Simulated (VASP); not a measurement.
# CuO (P-1) in VASP: further runs

CuO is run at these levels: r2SCAN, PBEsol; tasks: single point, relaxation of cell and atoms.

Everything below comes from runs of VASP 6.6.1. Logs are shortened: lines on timing, memory, paths and dates and some standing lists are left out, and cuts for length are marked.

### 1 The cell of the first run

The typed cell holds 4 atoms: a = 2.936 Å, b = 2.936 Å, c = 5.278 Å, α = 89.81°, β = 89.81°, γ = 89.22°.

### 2 Single point, r2SCAN

POSCAR

```
CuO
1.0
    2.9359761050      0.0000000000      0.0000000000
    0.0398390851      2.9357502767      0.0000000000
    0.0178385202      0.0175831220      5.2778618209
Cu O
2 2
Direct
    0.0000000000      0.5000000000      0.0000000000
    0.5000000000      0.0000000000      0.5000000000
    0.9984239700      0.0016717800      0.7498871000
    0.0015760300      0.9983282200      0.2501129000
```

INCAR.step1

```
SYSTEM = CuO
  PREC = Accurate
  ENCUT = 520
  ISMEAR = -1
  SIGMA = 0.05
  LREAL = .FALSE.
  LASPH = .TRUE.
  NELM = 80
  NBANDS = 25
  GGA = PE
  ALGO = Normal
  EDIFF = 1E-4
  LWAVE = .TRUE.
  LCHARG = .FALSE.
```

INCAR.step2

```
SYSTEM = CuO
  PREC = Accurate
  ENCUT = 520
  EDIFF = 1E-7
  ISMEAR = -1
  SIGMA = 0.05
  LREAL = .FALSE.
  LASPH = .TRUE.
  NELM = 80
  ALGO = Normal
  ISIF = 2
  LWAVE = .FALSE.
  LCHARG = .TRUE.
  METAGGA = R2SCAN
  LMIXTAU = .TRUE.
  LELF = .TRUE.
  LVHAR = .TRUE.
  NBANDS = 25
  ISTART = 1
```

KPOINTS

```
regular mesh
0
G
  9 9 5
  0 0 0
```

Potentials or basis: VASP PAW PBE potentials, release 64 (Cu, O).

Run with:

```sh
> cat potpaw_PBE.64/Cu/POTCAR potpaw_PBE.64/O/POTCAR > POTCAR
> cp INCAR.step1 INCAR
> mpirun -np 1 vasp_std > vasp.out
> cp INCAR.step2 INCAR
> mpirun -np 1 vasp_std > vasp.out
```

OUTCAR:

```text
SYSTEM = CuO
   PREC = Accurate
   ENCUT = 520
   EDIFF = 1E-7
   ISMEAR = -1
   LREAL = .FALSE.
   LASPH = .TRUE.
   NELM = 80
   ISIF = 2
   METAGGA = R2SCAN
   ISTART = 1

 ion  position               nearest neighbor table
   1  0.000  0.500  0.000-   3 1.97   4 1.97   3 1.97   4 1.97
   2  0.500  0.000  0.500-   3 1.97   4 1.97   4 1.97   3 1.97
   3  0.998  0.002  0.750-   2 1.97   2 1.97   1 1.97   1 1.97
   4  0.002  0.998  0.250-   2 1.97   2 1.97   1 1.97   1 1.97

  LATTYP: Found a base centered monoclinic cell.
 ALAT       =    11.3349504486
 B/A-ratio  =     0.3638182808
 C/A-ratio  =     0.4656324948
 COS(beta)  =    -0.9295148209

  Lattice vectors:

 A1 = (   2.9181375848,  -0.0175831220,  -5.2778618209)
 A2 = (   0.0220005649,   2.9181671547,  -5.2778618209)
 A3 = (   0.0178385202,   0.0175831220,   5.2778618209)

Analysis of symmetry for initial positions (statically):
=====================================================================
 Subroutine PRICEL returns:
 Original cell was already a primitive cell.

 Routine SETGRP: Setting up the symmetry group for a
 base centered monoclinic supercell.

 Subroutine GETGRP returns: Found  2 space group operations
 (whereof  2 operations were pure point group operations)
 out of a pool of  4 trial point group operations.

The static configuration has the point symmetry S_2 .

Analysis of symmetry for dynamics (positions and initial velocities):
=====================================================================
 Subroutine PRICEL returns:
 Original cell was already a primitive cell.

 Routine SETGRP: Setting up the symmetry group for a
 base centered monoclinic supercell.

 Subroutine GETGRP returns: Found  2 space group operations
 (whereof  2 operations were pure point group operations)
 out of a pool of  4 trial point group operations.

The dynamic configuration has the point symmetry S_2 .

 Subroutine INISYM returns: Found  2 space group operations
 (whereof  2 operations are pure point group operations),
 and found     1 'primitive' translations

----------------------------------------------------------------------------------------

                                     Primitive cell

  volume of cell :      45.4914

  direct lattice vectors                    reciprocal lattice vectors
     2.935976105  0.000000000  0.000000000     0.340602227 -0.004622083 -0.001135795
     0.039839085  2.935750277  0.000000000     0.000000000  0.340628427 -0.001134799
     0.017838520  0.017583122  5.277861821     0.000000000  0.000000000  0.189470667

  length of vectors
     2.935976105  2.936020579  5.277921256     0.340635481  0.340630318  0.189470667

  position of ions in fractional coordinates (direct lattice)
     0.000000000  0.500000000  0.000000000
     0.500000000  0.000000000  0.500000000
     0.998423970  0.001671780  0.749887100
     0.001576030  0.998328220  0.250112900

  ion indices of the primitive-cell ions
   primitive index   ion index
                 1           1
                 2           2
                 3           3
                 4           4

----------------------------------------------------------------------------------------

 KPOINTS: regular mesh

Automatic generation of k-mesh.
 Grid dimensions read from file:
 generate k-points for:    9    9    5

 Generating k-lattice:

  Cartesian coordinates                     Fractional coordinates (reciprocal lattice)
     0.037844692 -0.000513565 -0.000126199     0.111111111  0.000000000  0.000000000
     0.000000000  0.037847603 -0.000126089     0.000000000  0.111111111 -0.000000000
     0.000000000  0.000000000  0.037894133     0.000000000  0.000000000  0.200000000

  Length of vectors
     0.037848387  0.037847813  0.037894133

  Shift w.r.t. Gamma in fractional coordinates (k-lattice)
     0.000000000  0.000000000  0.000000000

 Subroutine IBZKPT returns following result:
 ===========================================

 Found    203 irreducible k-points:

 Following reciprocal coordinates:
            Coordinates               Weight
  0.000000  0.000000  0.000000      1.000000
  0.111111  0.000000  0.000000      2.000000
  0.000000 -0.111111 -0.000000      2.000000
  0.222222  0.000000  0.000000      2.000000
  0.000000 -0.222222 -0.000000      2.000000
  0.333333 -0.000000  0.000000      2.000000
[... 16 lines left out ...]
 -0.111111  0.111111 -0.000000      2.000000
  0.222222  0.222222  0.000000      2.000000
 [... further k-points ...]
   k-points           NKPTS =    203   k-points in BZ     NKDIM =    203   number of bands    NBANDS=     25
   number of dos      NEDOS =    301   number of ions     NIONS =      4
   total plane-waves  NPLWV =  23040
   dimension x,y,z NGX =    24 NGY =   24 NGZ =   40
   dimension x,y,z NGXF=    48 NGYF=   48 NGZF=   80
   ions per type =               2   2
   NGX,Y,Z   is equivalent  to a cutoff of  13.59, 13.59, 12.60 a.u.
   NGXF,Y,Z  is equivalent  to a cutoff of  27.18, 27.18, 25.20 a.u.
 SYSTEM =  CuO
   PREC   = accura    normal or accurate (medium, high low for compatibility)
   ISTART =      1    job   : 0-new  1-cont  2-samecut
   ICHARG =      0    charge: 1-file 2-atom 10-const
   ISPIN  =      1    spin polarized calculation?
   LNONCOLLINEAR =      F non collinear calculations
   LSORBIT =      F    spin-orbit coupling
   LASPH  =      T    aspherical Exc in radial PAW
   ENCUT  =  520.0 eV  38.22 Ry    6.18 a.u.   5.46  5.46  9.81*2*pi/ulx,y,z
   NELM   =     80;   NELMIN=  2; NELMDL=  0     # of ELM steps
   EDIFF  = 0.1E-06   stopping-criterion for ELM
   LREAL  =      F    real-space projection
   EDIFFG = 0.1E-05   stopping-criterion for IOM
   NSW    =      0    number of steps for IOM
   IBRION =     -1    ionic relax: 0-MD 1-quasi-New 2-CG
   NFREE  =      0    steps in history (QN), initial steepest desc. (CG)
   ISIF   =      2    stress and relaxation
   ISYM   =      2    0-nonsym 1-usesym 2-fastsym
   POTIM  = 0.5000    time-step for ionic-motion
   TEBEG  =    0.0;   TEEND  =   0.0 temperature during run
   PSTRESS=    0.0 pullay stress
   NELECT =      34.0000    total number of electrons
   NUPDOWN=      -1.0000    fix difference up-down
   EMIN   =  10.00;   EMAX   =-10.00  energy-range for DOS
   EFERMI =   0.00;   METHOD = LEGACY
   ISMEAR =    -1;   SIGMA  =   0.05  broadening in eV -4-tet -1-fermi 0-gaus
   EFERMI_NEDOS =   21; number of points for ismear=-14 and -15
   IALGO  =     38    algorithm
   IMIX   =      4    mixing-type and parameters
     AMIX     =   0.40;   BMIX     =  1.00
     AMIX_MAG =   1.60;   BMIX_MAG =  1.00
  volume/ion in A,a.u.               =      11.37        76.75
  Fermi-wavevector in a.u.,A,eV,Ry     =   1.485678  2.807524 30.031297  2.207238
  Thomas-Fermi vector in A             =   2.599059
   LORBIT       =      0    0 simple, 1 ext, 2 COOP (PROOUT), +10 PAW based schemes
   METAGGA = R2SCAN    functional components
   LHFCALC =     F    Hartree Fock is set to
   AEXX    =    0.0000 exact exchange contribution
   IVDW    =     0    specifies the selected vdW correction
   LEPSILON=     F    determine dielectric tensor
   LRPA    =     F    only Hartree local field effects (RPA)
 non-spin polarized calculation
  energy-cutoff  :      520.00
  volume of cell :       45.49
 maximum number of plane-waves:      1245
 NGX is ok and might be reduce to    24
   NGX = 11   NGY = 11   NGZ = 19

 number of electron      34.0000024 magnetization

 Free energy of the ion-electron system (eV)
  ---------------------------------------------------
  ext. energy  EPLUGINS =         0.00000000
  ---------------------------------------------------
  free energy    TOTEN  =       -36.40813255 eV

  energy without entropy =      -36.38827505  energy(sigma->0) =      -36.39820380

 E-fermi :   4.3146     XC(G=0): -11.8511

 val. band max:        4.3072011145   @ k =   0.4444   0.4444   0.4000
 cond. band min:       4.3277008849   @ k =  -0.2222   0.1111  -0.0000
 fundamental gap:      0.0204997704
 Fermi energy:         4.3145604386

 k-point     1 :       0.0000    0.0000    0.0000
  band No.  band energies     occupation
      1     -16.2988      2.00000
      2     -15.1792      2.00000
      3      -3.6785      2.00000
      4      -1.0025      2.00000
      5      -0.9767      2.00000
      6       0.6472      2.00000
[... 17 lines left out ...]
     24      19.4748      0.00000
     25      19.8893      0.00000

 k-point     2 :       0.1111    0.0000    0.0000
  band No.  band energies     occupation
      1     -16.2385      2.00000
      2     -15.1578      2.00000
      3      -3.5656      2.00000
      4      -1.0718      2.00000
      5      -0.9513      2.00000
      6       0.0320      2.00000
[... 17 lines left out ...]
     24      19.6801      0.00000
     25      19.9458      0.00000

 k-point     3 :       0.0000   -0.1111   -0.0000
  band No.  band energies     occupation
      1     -16.2386      2.00000
      2     -15.1577      2.00000
      3      -3.5658      2.00000
      4      -1.0661      2.00000
      5      -0.9577      2.00000
      6       0.0328      2.00000
[... 17 lines left out ...]
     24      19.6781      0.00000
     25      19.9446      0.00000

 k-point     4 :       0.2222    0.0000    0.0000
  band No.  band energies     occupation
      1     -16.0806      2.00000
      2     -15.1033      2.00000
      3      -3.2656      2.00000
      4      -1.2170      2.00000
      5      -1.0518      2.00000
      6      -0.8641      2.00000
[... 17 lines left out ...]
     24      19.8070      0.00000
     25      20.0623      0.00000
[... 477 lines left out ...]
 k-point    22 :      -0.1111    0.2222    0.0000
  band No.  band energies     occupation
      1     -16.0217      2.00000
      2     -15.0830      2.00000
      3      -3.1503      2.00000
      4      -1.1888      2.00000
      5      -1.0375      2.00000
      6      -0.9334      2.00000
[... 17 lines left out ...]
     24      18.1581      0.00000
     25      20.0213      0.00000

 k-point    23 :      -0.1111    0.1111   -0.0000
  band No.  band energies     occupation
      1     -16.1782      2.00000
      2     -15.1366      2.00000
      3      -3.4515      2.00000
      4      -1.0755      2.00000
      5      -0.9936      2.00000
      6      -0.0900      2.00000
[... 17 lines left out ...]
     24      18.4144      0.00000
     25      19.9734      0.00000

 k-point    24 :       0.2222    0.2222    0.0000
  band No.  band energies     occupation
      1     -15.8728      2.00000
      2     -15.0354      2.00000
      3      -2.8484      2.00000
      4      -1.1555      2.00000
      5      -1.0811      2.00000
      6      -0.9630      2.00000
[... 17 lines left out ...]
     24      16.8324      0.00000
     25      20.2738      0.00000

 [... further k-points ...]

------------------------ aborting loop because EDIFF is reached ----------------------------------------

  FORCE on cell =-STRESS in cart. coord.  units (eV):
  Direction    XX          YY          ZZ          XY          YZ          ZX
  --------------------------------------------------------------------------------------
  -------------------------------------------------------------------------------------
  Total       -1.9000881     -1.9043443     -3.5305320     -0.0331256     -0.0075420     -0.0101541
  in kB      -66.9198082    -67.0697054   -124.3429289     -1.1666622     -0.2656246     -0.3576211
  external PRESSURE =     -86.1108142 kB  Pullay stress =       0.0000000 kB

 VOLUME and BASIS-vectors are now :
 -----------------------------------------------------------------------------
  energy-cutoff  :      520.00
  volume of cell :       45.49
      direct lattice vectors                 reciprocal lattice vectors
     2.935976105  0.000000000  0.000000000     0.340602227 -0.004622083 -0.001135795
     0.039839085  2.935750277  0.000000000     0.000000000  0.340628427 -0.001134799
     0.017838520  0.017583122  5.277861821     0.000000000  0.000000000  0.189470667

 POSITION                                       TOTAL-FORCE (eV/Angst)
 -----------------------------------------------------------------------------------
      0.01992      1.46788      0.00000        -0.000000      0.000000      0.000000
      1.47691      0.00879      2.63893         0.000000      0.000000      0.000000
      2.94479      0.01809      3.95780         0.006762     -0.008055      0.008608
      0.04886      2.93524      1.32006        -0.006762      0.008055     -0.008608
 -----------------------------------------------------------------------------------
    total drift:                                0.000000     -0.000000     -0.000000

  FREE ENERGIE OF THE ION-ELECTRON SYSTEM (eV)
  ---------------------------------------------------
  free  energy   TOTEN  =       -36.4081325537 eV

  energy  without entropy=      -36.3882750499  energy(sigma->0) =      -36.39820380
```

Run time: 4.6 min. Hardware: 1 thread of Intel Xeon 6975P-C (Granite Rapids), shared host; peak memory 0.31 GiB.

What came out:

* Free energy: -36.4081 eV
* Pressure: -8.6 GPa
* Largest force: 0.014 eV/Å
* Band gap on the k mesh: zero (bands 17 and 18 overlap by 0.89 eV)

Forces on the atoms (eV/Å):
```
Cu   0.000  0.000  0.000
Cu   0.000  0.000  0.000
O    0.007 -0.008  0.009
O   -0.007  0.008 -0.009
```

Levels at points of the mesh, in eV from the Fermi level:
```
           k point  band 14  band 15  band 16  band 17  band 18  band 19  band 20  band 21
(0.00, 0.00, 0.00)    -2.44    -2.36    -2.11     0.64     0.67     1.64     6.61     7.54
```

Caveat: the stress differs along the axes, from -12 to -7 GPa; the PAW data sets were made with another functional, which shifts forces and pressure a little; semilocal functionals often make such compounds metallic where correlation or magnetic order opens a gap, which also shifts bond lengths. With open d or f shells a metallic result of r2SCAN can be an artefact of self-interaction; +U or a hybrid may open a gap.

(Continued in part 2 of 2.)

The gap in the log of VASP goes by the Fermi energy; the results here count the filled bands.